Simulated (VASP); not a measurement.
# Ca (Im-3m) in VASP: notebook

The runs below take Ca through single point, with PBEsol.

All numbers are computed with VASP 6.6.1; they aren't measurements. Logs are shortened: lines on timing, memory, paths and dates and some standing lists are left out, and cuts for length are marked.

### 1 The cell of the first run

It takes space group Im-3m (No. 229, cubic). The conventional cell has a = 4.327 Å, b = 4.327 Å, c = 4.327 Å, α = 90.00°, β = 90.00°, γ = 90.00°. Ca (site symmetry m-3m) has 14 Ca at 3.75 to 4.33 Å within 4.9 Å.

This isn't the form of Ca at room conditions, which is fcc.

### 2 Single point, PBEsol

INCAR

```
ALGO = Normal
EDIFF = 1E-6
ENCUT = 520
GGA = PS
ISIF = 2
ISMEAR = -1
LASPH = True
LCHARG = False
LREAL = False
LWAVE = False
NBANDS = 11
NELM = 60
PREC = Accurate
SIGMA = 0.1
```

KPOINTS

```
k-points
0
Gamma
  10 10 10
```

POSCAR

```
Ca
1.0
   -2.1633114633      2.1633114633      2.1633114633
    2.1633114633     -2.1633114633      2.1633114633
    2.1633114633      2.1633114633     -2.1633114633
Ca
1
Direct
    0.0000000000      0.0000000000      0.0000000000
```

Potentials or basis: VASP PAW PBE potentials, release 64 (Ca_sv).

Command:

```bash
$ cat potpaw_PBE.64/Ca_sv/POTCAR > POTCAR
$ mpirun -np 1 vasp_std > vasp.out
```

OUTCAR:

```text
EDIFF = 1E-6
   ENCUT = 520
   GGA = PS
   ISIF = 2
   ISMEAR = -1
   LASPH = True
   LREAL = False
   NELM = 60
   PREC = Accurate

 ion  position               nearest neighbor table
   1  0.000  0.000  0.000-

  LATTYP: Found a body centered cubic cell.
 ALAT       =     4.3266229266

  Lattice vectors:

 A1 = (  -2.1633114633,   2.1633114633,   2.1633114633)
 A2 = (   2.1633114633,  -2.1633114633,   2.1633114633)
 A3 = (   2.1633114633,   2.1633114633,  -2.1633114633)

Analysis of symmetry for initial positions (statically):
=====================================================================
 Subroutine PRICEL returns:
 Original cell was already a primitive cell.

 Routine SETGRP: Setting up the symmetry group for a
 body centered cubic supercell.

 Subroutine GETGRP returns: Found 48 space group operations
 (whereof 48 operations were pure point group operations)
 out of a pool of 48 trial point group operations.

The static configuration has the point symmetry O_h .

Analysis of symmetry for dynamics (positions and initial velocities):
=====================================================================
 Subroutine PRICEL returns:
 Original cell was already a primitive cell.

 Routine SETGRP: Setting up the symmetry group for a
 body centered cubic supercell.

 Subroutine GETGRP returns: Found 48 space group operations
 (whereof 48 operations were pure point group operations)
 out of a pool of 48 trial point group operations.

The dynamic configuration has the point symmetry O_h .

 Subroutine INISYM returns: Found 48 space group operations
 (whereof 48 operations are pure point group operations),
 and found     1 'primitive' translations

----------------------------------------------------------------------------------------

                                     Primitive cell

  volume of cell :      40.4965

  direct lattice vectors                    reciprocal lattice vectors
    -2.163311463  2.163311463  2.163311463     0.000000000  0.231127144  0.231127144
     2.163311463 -2.163311463  2.163311463     0.231127144  0.000000000  0.231127144
     2.163311463  2.163311463 -2.163311463     0.231127144  0.231127144  0.000000000

  length of vectors
     3.746965367  3.746965367  3.746965367     0.326863142  0.326863142  0.326863142

  position of ions in fractional coordinates (direct lattice)
     0.000000000  0.000000000  0.000000000

  ion indices of the primitive-cell ions
   primitive index   ion index
                 1           1

----------------------------------------------------------------------------------------

 KPOINTS: k-points

Automatic generation of k-mesh.
 Grid dimensions read from file:
 generate k-points for:   10   10   10

 Generating k-lattice:

  Cartesian coordinates                     Fractional coordinates (reciprocal lattice)
     0.000000000  0.023112714  0.023112714     0.100000000  0.000000000  0.000000000
     0.023112714  0.000000000  0.023112714     0.000000000  0.100000000  0.000000000
     0.023112714  0.023112714  0.000000000     0.000000000  0.000000000  0.100000000

  Length of vectors
     0.032686314  0.032686314  0.032686314

  Shift w.r.t. Gamma in fractional coordinates (k-lattice)
     0.000000000  0.000000000  0.000000000

 Subroutine IBZKPT returns following result:
 ===========================================

 Found     47 irreducible k-points:

 Following reciprocal coordinates:
            Coordinates               Weight
  0.000000  0.000000  0.000000      1.000000
  0.100000  0.000000  0.000000     12.000000
  0.200000  0.000000  0.000000     12.000000
  0.300000  0.000000  0.000000     12.000000
  0.400000  0.000000  0.000000     12.000000
  0.500000  0.000000  0.000000      6.000000
[... 16 lines left out ...]
  0.300000  0.300000  0.100000      8.000000
 -0.300000  0.300000  0.100000     24.000000
 [... further k-points ...]
   k-points           NKPTS =     47   k-points in BZ     NKDIM =     47   number of bands    NBANDS=     11
   number of dos      NEDOS =    301   number of ions     NIONS =      1
   total plane-waves  NPLWV =  21952
   dimension x,y,z NGX =    28 NGY =   28 NGZ =   28
   dimension x,y,z NGXF=    56 NGYF=   56 NGZF=   56
   ions per type =               1
   NGX,Y,Z   is equivalent  to a cutoff of  12.42, 12.42, 12.42 a.u.
   NGXF,Y,Z  is equivalent  to a cutoff of  24.85, 24.85, 24.85 a.u.
 SYSTEM =  unknown system
   PREC   = accura    normal or accurate (medium, high low for compatibility)
   ISTART =      0    job   : 0-new  1-cont  2-samecut
   ICHARG =      2    charge: 1-file 2-atom 10-const
   ISPIN  =      1    spin polarized calculation?
   LNONCOLLINEAR =      F non collinear calculations
   LSORBIT =      F    spin-orbit coupling
   LASPH  =      T    aspherical Exc in radial PAW
   ENCUT  =  520.0 eV  38.22 Ry    6.18 a.u.   6.97  6.97  6.97*2*pi/ulx,y,z
   NELM   =     60;   NELMIN=  2; NELMDL= -5     # of ELM steps
   EDIFF  = 0.1E-05   stopping-criterion for ELM
   LREAL  =      F    real-space projection
   EDIFFG = 0.1E-04   stopping-criterion for IOM
   NSW    =      0    number of steps for IOM
   IBRION =     -1    ionic relax: 0-MD 1-quasi-New 2-CG
   NFREE  =      0    steps in history (QN), initial steepest desc. (CG)
   ISIF   =      2    stress and relaxation
   ISYM   =      2    0-nonsym 1-usesym 2-fastsym
   POTIM  = 0.5000    time-step for ionic-motion
   TEBEG  =    0.0;   TEEND  =   0.0 temperature during run
   PSTRESS=    0.0 pullay stress
   NELECT =      10.0000    total number of electrons
   NUPDOWN=      -1.0000    fix difference up-down
   EMIN   =  10.00;   EMAX   =-10.00  energy-range for DOS
   EFERMI =   0.00;   METHOD = LEGACY
   ISMEAR =    -1;   SIGMA  =   0.10  broadening in eV -4-tet -1-fermi 0-gaus
   EFERMI_NEDOS =   21; number of points for ismear=-14 and -15
   IALGO  =     38    algorithm
   IMIX   =      4    mixing-type and parameters
     AMIX     =   0.40;   BMIX     =  1.00
     AMIX_MAG =   1.60;   BMIX_MAG =  1.00
  volume/ion in A,a.u.               =      40.50       273.28
  Fermi-wavevector in a.u.,A,eV,Ry     =   1.027076  1.940892 14.352575  1.054884
  Thomas-Fermi vector in A             =   2.161002
   LORBIT       =      0    0 simple, 1 ext, 2 COOP (PROOUT), +10 PAW based schemes
   GGA     = PS    functional components
   LHFCALC =     F    Hartree Fock is set to
   AEXX    =    0.0000 exact exchange contribution
   IVDW    =     0    specifies the selected vdW correction
   LEPSILON=     F    determine dielectric tensor
   LRPA    =     F    only Hartree local field effects (RPA)
 non-spin polarized calculation
  energy-cutoff  :      520.00
  volume of cell :       40.50
 maximum number of plane-waves:      1112
   NGX = 13   NGY = 13   NGZ = 13

 number of electron      10.0000002 magnetization

 Free energy of the ion-electron system (eV)
  ---------------------------------------------------
  ext. energy  EPLUGINS =         0.00000000
  ---------------------------------------------------
  free energy    TOTEN  =        -2.14355562 eV

  energy without entropy =       -2.09747126  energy(sigma->0) =       -2.12051344

 E-fermi :   2.0863     XC(G=0):  -7.9402

 val. band max:        2.0858385612   @ k =  -0.4000  -0.4000   0.1000
 cond. band min:       2.0929120189   @ k =   0.5000   0.5000   0.4000
 fundamental gap:      0.0070734577
 Fermi energy:         2.0863234141

 k-point     1 :       0.0000    0.0000    0.0000
  band No.  band energies     occupation
      1     -39.6770      2.00000
      2     -20.6621      2.00000
      3     -20.6621      2.00000
      4     -20.6621      2.00000
      5      -2.0481      2.00000
      6       4.4466      0.00000
      7       4.4466      0.00000
      8       4.4466      0.00000
      9       5.5611      0.00000
     10       5.5611      0.00000
     11      12.5252      0.00000

 k-point     2 :       0.1000    0.0000    0.0000
  band No.  band energies     occupation
      1     -39.6752      2.00000
      2     -20.6784      2.00000
      3     -20.6674      2.00000
      4     -20.6621      2.00000
      5      -1.8609      2.00000
      6       4.3300      0.00000
      7       4.3658      0.00000
      8       4.5905      0.00000
      9       5.4323      0.00000
     10       5.5647      0.00000
     11      12.3131      0.00000

 k-point     3 :       0.2000    0.0000    0.0000
  band No.  band energies     occupation
      1     -39.6706      2.00000
      2     -20.7205      2.00000
      3     -20.6814      2.00000
      4     -20.6621      2.00000
      5      -1.3197      2.00000
      6       3.9824      0.00000
      7       4.0500      0.00000
      8       5.0057      0.00000
      9       5.3356      0.00000
     10       5.5947      0.00000
     11      11.1014      0.00000

 k-point     4 :       0.3000    0.0000    0.0000
  band No.  band energies     occupation
      1     -39.6649      2.00000
      2     -20.7718      2.00000
      3     -20.6985      2.00000
      4     -20.6621      2.00000
      5      -0.4900      2.00000
      6       3.3409      0.00001
      7       3.7434      0.00000
      8       5.4189      0.00000
      9       5.6321      0.00000
     10       5.6780      0.00000
     11       9.4275      0.00000

 k-point     5 :       0.4000    0.0000    0.0000
  band No.  band energies     occupation
      1     -39.6603      2.00000
      2     -20.8128      2.00000
      3     -20.7123      2.00000
      4     -20.6621      2.00000
      5       0.4903      2.00000
      6       2.6401      0.00784
      7       3.5197      0.00000
      8       5.4798      0.00000
      9       5.7939      0.00000
     10       6.3132      0.00000
     11       8.1671      0.00000

 k-point     6 :       0.5000    0.0000    0.0000
  band No.  band energies     occupation
      1     -39.6585      2.00000
      2     -20.8284      2.00000
      3     -20.7176      2.00000
      4     -20.6621      2.00000
      5       1.1632      1.99980
      6       2.1205      0.83093
      7       3.4390      0.00000
      8       5.4636      0.00000
      9       5.8539      0.00000
     10       6.6591      0.00000
     11       7.7224      0.00000

 k-point     7 :       0.1000    0.1000    0.0000
  band No.  band energies     occupation
      1     -39.6721      2.00000
      2     -20.7074      2.00000
      3     -20.6733      2.00000
      4     -20.6660      2.00000
      5      -1.4963      2.00000
      6       4.1249      0.00000
      7       4.1386      0.00000
      8       4.8776      0.00000
      9       5.2759      0.00000
     10       5.6266      0.00000
     11      11.8105      0.00000

 k-point     8 :       0.2000    0.1000   -0.0000
  band No.  band energies     occupation
      1     -39.6669      2.00000
      2     -20.7513      2.00000
      3     -20.6899      2.00000
      4     -20.6676      2.00000
      5      -0.8071      2.00000
      6       3.6254      0.00000
      7       3.8283      0.00000
      8       5.2617      0.00000
      9       5.4019      0.00000
     10       5.7208      0.00000
     11      10.2328      0.00000
[... 141 lines left out ...]
 k-point    19 :      -0.1000    0.1000    0.1000
  band No.  band energies     occupation
      1     -39.6735      2.00000
      2     -20.6829      2.00000
      3     -20.6729      2.00000
      4     -20.6729      2.00000
      5      -1.6766      2.00000
      6       4.3479      0.00000
      7       4.3479      0.00000
      8       4.6089      0.00000
      9       5.1008      0.00000
     10       5.7119      0.00000
     11      12.1294      0.00000

 k-point    20 :       0.2000    0.2000    0.1000
  band No.  band energies     occupation
      1     -39.6600      2.00000
      2     -20.7945      2.00000
      3     -20.7122      2.00000
      4     -20.6874      2.00000
      5       0.7066      2.00000
      6       2.8782      0.00073
      7       3.0902      0.00009
      8       5.6588      0.00000
      9       5.8090      0.00000
     10       6.6402      0.00000
     11       7.9513      0.00000

 k-point    21 :       0.3000    0.2000    0.1000
  band No.  band energies     occupation
      1     -39.6579      2.00000
      2     -20.7933      2.00000
      3     -20.7359      2.00000
      4     -20.6912      2.00000
      5       1.6284      1.97967
      6       2.4203      0.06849
      7       2.9040      0.00056
      8       5.7116      0.00000
      9       5.8581      0.00000
     10       6.9264      0.00000
     11       7.2160      0.00000

 k-point    22 :      -0.2000    0.2000    0.1000
  band No.  band energies     occupation
      1     -39.6690      2.00000
      2     -20.7204      2.00000
      3     -20.6870      2.00000
      4     -20.6752      2.00000
      5      -1.1439      2.00000
      6       4.0355      0.00000
      7       4.1386      0.00000
      8       4.8642      0.00000
      9       4.9728      0.00000
     10       5.8074      0.00000
     11      11.1544      0.00000

 k-point    23 :       0.3000    0.3000    0.1000
  band No.  band energies     occupation
      1     -39.6572      2.00000
      2     -20.7663      2.00000
      3     -20.7663      2.00000
      4     -20.6965      2.00000
      5       2.3229      0.17162
      6       2.3229      0.17162
      7       2.4798      0.03834
      8       5.8274      0.00000
      9       5.8274      0.00000
     10       6.4432      0.00000
     11       7.8583      0.00000

 k-point    24 :      -0.3000    0.3000    0.1000
  band No.  band energies     occupation
      1     -39.6634      2.00000
      2     -20.7695      2.00000
      3     -20.7043      2.00000
      4     -20.6746      2.00000
      5      -0.3276      2.00000
      6       3.3671      0.00001
      7       3.8586      0.00000
      8       4.9928      0.00000
      9       5.5930      0.00000
     10       5.8367      0.00000
     11       9.4455      0.00000

 [... further k-points ...]
[... 5 lines left out ...]
  --------------------------------------------------------------------------------------
  -------------------------------------------------------------------------------------
  Total        0.0043931      0.0043931      0.0043931      0.0000000      0.0000000     -0.0000000
  in kB        0.1738068      0.1738068      0.1738068      0.0000000      0.0000000     -0.0000000
  external PRESSURE =       0.1738068 kB  Pullay stress =       0.0000000 kB

 VOLUME and BASIS-vectors are now :
 -----------------------------------------------------------------------------
  energy-cutoff  :      520.00
  volume of cell :       40.50
      direct lattice vectors                 reciprocal lattice vectors
    -2.163311463  2.163311463  2.163311463     0.000000000  0.231127144  0.231127144
     2.163311463 -2.163311463  2.163311463     0.231127144  0.000000000  0.231127144
     2.163311463  2.163311463 -2.163311463     0.231127144  0.231127144  0.000000000

 POSITION                                       TOTAL-FORCE (eV/Angst)
 -----------------------------------------------------------------------------------
      0.00000      0.00000      0.00000        -0.000000     -0.000000     -0.000000
 -----------------------------------------------------------------------------------
    total drift:                               -0.000000     -0.000000     -0.000000

  FREE ENERGIE OF THE ION-ELECTRON SYSTEM (eV)
  ---------------------------------------------------
  free  energy   TOTEN  =        -2.1435556156 eV

  energy  without entropy=       -2.0974712566  energy(sigma->0) =       -2.12051344
```

It took 19 s on 1 thread of Intel Xeon Platinum 8259CL at 2.50GHz (Skylake/Cascade Lake), shared host; peak memory 0.16 GiB.

What came out:

| Quantity | Value |
| --- | --- |
| Free energy | -2.1436 eV |
| Pressure | 0.0 GPa |
| Band gap on the k mesh | zero (bands 5 and 6 overlap by 0.24 eV) |

Levels at points of the mesh, in eV from the Fermi level:
| k point | band 1 | band 2 | band 3 | band 4 | band 5 | band 6 | band 7 | band 8 | band 9 | band 10 |
| --- | --- | --- | --- | --- | --- | --- | --- | --- | --- | --- |
| (0.00, 0.00, 0.00) | -41.76 | -22.75 | -22.75 | -22.75 | -4.13 | 2.36 | 2.36 | 2.36 | 3.47 | 3.47 |
| (0.50, 0.00, 0.00) | -41.74 | -22.91 | -22.80 | -22.75 | -0.92 | 0.03 | 1.35 | 3.38 | 3.77 | 4.57 |
| (0.50, 0.50, 0.50) | -41.73 | -22.87 | -22.87 | -22.87 | 0.02 | 0.02 | 4.09 | 4.09 | 4.09 | 4.33 |

Caveat: the PAW data sets were made with another functional, which shifts forces and pressure a little.

### 3 Single point, PBEsol (35.64 Å³/atom)

This run uses another cell than the first one, of 35.64 Å³/atom.

INCAR

```
SYSTEM = Ca
ALGO     = Normal         ! electronic algorithm
EDIFF    = 1E-7           ! SCF threshold, eV
ENCUT    = 520            ! plane-wave cutoff, eV
GGA      = PS             ! functional
ISIF     = 2              ! what is computed and relaxed
ISMEAR   = -1             ! smearing method
LASPH    = .True.         ! aspherical terms in the spheres
LCHARG   = .True.         ! write CHGCAR
LELF     = .True.         ! ELF
LREAL    = .False.        ! projectors in reciprocal space
LVHAR    = .True.       
LWAVE    = .False.        ! write WAVECAR
NBANDS   = 11             ! bands
NELM     = 80             ! most SCF steps
PREC     = Accurate       ! precision mode
SIGMA    = 0.1            ! smearing width, eV
```

KPOINTS

```
k-points
0
Gamma
  12 12 12
  0 0 0
```

POSCAR

```
Ca
1.0
   -2.0730667004      2.0730667004      2.0730667004
    2.0730667004     -2.0730667004      2.0730667004
    2.0730667004      2.0730667004     -2.0730667004
Ca
1
Direct
    0.0000000000      0.0000000000      0.0000000000
```

Potentials or basis: VASP PAW PBE potentials, release 64 (Ca_sv).

Command:

```bash
$ cat potpaw_PBE.64/Ca_sv/POTCAR > POTCAR
$ mpirun -np 1 vasp_std > vasp.out
```

Run time: 30 s. Hardware: 1 thread of Intel Xeon Platinum 8259CL at 2.50GHz (Skylake/Cascade Lake), shared host; peak memory 0.17 GiB.

Results (log left out):

* Free energy: -2.1041 eV
* Pressure: 2.7 GPa
* Band gap on the k mesh: zero (bands 5 and 6 overlap by 0.54 eV)

Levels at points of the mesh, in eV from the Fermi level:
```csv
k point,band 2,band 3,band 4,band 5,band 6,band 7,band 8,band 9
"(0.00, 0.00, 0.00)",-22.41,-22.41,-22.41,-4.35,2.54,2.54,2.54,3.81
"(0.50, 0.00, 0.00)",-22.67,-22.50,-22.41,-1.01,0.20,1.38,3.74,4.17
"(0.50, 0.50, 0.50)",-22.60,-22.60,-22.60,-0.15,-0.15,4.69,4.69,4.69
```

Caveat: the PAW data sets were made with another functional, which shifts forces and pressure a little.

### 4 Single point, PBEsol (37.26 Å³/atom)

This run uses another cell than the first one, of 37.26 Å³/atom.

INCAR

```
SYSTEM = Ca
  PREC = Accurate
  ENCUT = 520
  EDIFF = 1E-6
  ISMEAR = -1
  SIGMA = 0.1
  LREAL = .False.
  LASPH = .True.
  NELM = 80
  ALGO = Normal
  ISIF = 2
  LWAVE = .False.
  LCHARG = .False.
  GGA = PS
  NBANDS = 11
```

KPOINTS

```
Automatic mesh
0
Gamma
  12 12 12
  0 0 0
```

POSCAR

```
Ca
1.0
   -2.1040125568      2.1040125568      2.1040125568
    2.1040125568     -2.1040125568      2.1040125568
    2.1040125568      2.1040125568     -2.1040125568
Ca
1
Direct
    0.0000000000      0.0000000000      0.0000000000
```

Command:

```bash
$ cat potpaw_PBE.64/Ca_sv/POTCAR > POTCAR
$ mpirun -np 1 vasp_std > vasp.out
```

Run time: 26 s. Hardware: 1 thread of Intel Xeon Platinum 8259CL at 2.50GHz (Skylake/Cascade Lake), shared host; peak memory 0.17 GiB.

The run converged. Its results:

- Free energy: -2.1261 eV
- Pressure: 1.6 GPa
- Band gap on the k mesh: zero (bands 5 and 6 overlap by 0.47 eV)

Levels at points of the mesh, in eV from the Fermi level:
```
           k point  band 3  band 4  band 5  band 6  band 7  band 8
(0.00, 0.00, 0.00)  -22.53  -22.53   -4.28    2.48    2.48    2.48
(0.50, 0.00, 0.00)  -22.60  -22.53   -0.98    0.13    1.37    3.61
(0.50, 0.50, 0.50)  -22.69  -22.69   -0.09   -0.09    4.47    4.47
```

Caveat: the PAW data sets were made with another functional, which shifts forces and pressure a little.

### 5 The runs side by side

```csv
cell,k mesh,gap on the mesh (eV),pressure (GPa)
"a = 3.747 Å, angles 109.5°, 1 atom",10 × 10 × 10,none,0.0
"a = 3.591 Å, angles 109.5°, 1 atom",12 × 12 × 12,none,2.7
"a = 3.644 Å, angles 109.5°, 1 atom",12 × 12 × 12,none,1.6
```

Alike in all rows: task single point; level PBEsol; potentials or basis VASP PAW PBE potentials, release 64 (Ca_sv); no spin polarisation; cutoff (eV) 520; smearing fermi-dirac 0.1 eV.

Caveats: the PAW data sets were made with another functional, which shifts forces and pressure a little.

Total energies depend on the potentials used, so only differences within one code and one set of settings carry meaning.
